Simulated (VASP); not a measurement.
A run of VASP 6.6.1 is set up as follows.

File INCAR:

```
SYSTEM = La
  PREC = Accurate
  ENCUT = 520
  EDIFF = 1E-6
  ISMEAR = -1
  SIGMA = 0.08
  LREAL = .FALSE.
  LASPH = .TRUE.
  NELM = 100
  ALGO = Normal
  ISIF = 2
  LWAVE = .FALSE.
  LCHARG = .FALSE.
  GGA = PE
  NBANDS = 12
```

KPOINTS

```
Automatic mesh
0
G
  13 13 13
  0 0 0
```

File POSCAR:

```
La
1.0
   -2.1102491946      2.1102491946      2.1102491946
    2.1102491946     -2.1102491946      2.1102491946
    2.1102491946      2.1102491946     -2.1102491946
La
1
Direct
    0.0000000000      0.0000000000      0.0000000000
```

Potentials or basis: VASP PAW PBE potentials, release 64 (La).

Command:

```console
$ cat potpaw_PBE.64/La/POTCAR > POTCAR
$ mpirun -np 1 vasp_std > vasp.out
```

Problem. Estimate the pressure.

Solution. 0.3 GPa.
